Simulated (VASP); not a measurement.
Wanted: the native input for a VASP 6.6.1 run.

```yaml
Task: single point
Functional: PBEsol
Potentials_or_basis: VASP PAW PBE potentials, release 64 (Pb_d)
Cutoff: 520 eV
k_mesh: 16 × 16 × 16
Occupations: gaussian, width 0.15 eV
Spin: no spin polarisation
Dipole_correction: no
Further_INCAR_settings: ALGO = Fast; EDIFF = 1e-07; NBANDS = 13
```

The structure of Pb lies in POSCAR:

```
Pb
1.0
    0.0000000000      2.5932900000      2.5315450000
    2.5932900000      0.0000000000      2.5315450000
    2.5932900000      2.5932900000      0.0000000000
Pb
1
Direct
    0.0000000000      0.0000000000      0.0000000000
```

This cell differs from its parent crystal: strain +0.050 along x and y, +0.025 along z.

One way to write it, as run:

INCAR

```
  PREC = Accurate
  ENCUT = 520
  EDIFF = 1E-7
  ISMEAR = 0
  SIGMA = 0.15
  LREAL = F
  LASPH = T
  NELM = 80
  ALGO = Fast
  ISIF = 2
  LWAVE = F
  LCHARG = F
  GGA = PS
  NBANDS = 13
```

KPOINTS

```
regular mesh
0
Gamma
  16 16 16
```

Potentials or basis: VASP PAW PBE potentials, release 64 (Pb_d).

Run with:

```console
$ cat potpaw_PBE.64/Pb_d/POTCAR > POTCAR
$ mpirun -np 1 vasp_std > vasp.out
```

Results of the run:

```yaml
Pressure: -4.5 GPa
Band_gap_on_the_k_mesh: zero (band 7 reaches 12.39 eV, above the bottom of band 8 at 4.37 eV)
```

Caveat: the cell differs from its parent crystal (strain +0.050 along x and y, +0.025 along z); the PAW data sets were made with another functional, which shifts forces and pressure a little; spin-orbit coupling is left out, which moves the levels of the heavy elements.

It took 69 s on 1 thread of Intel(R) Xeon(R) 6975P-C (Granite Rapids), on a shared host, peak memory 0.26 GiB.
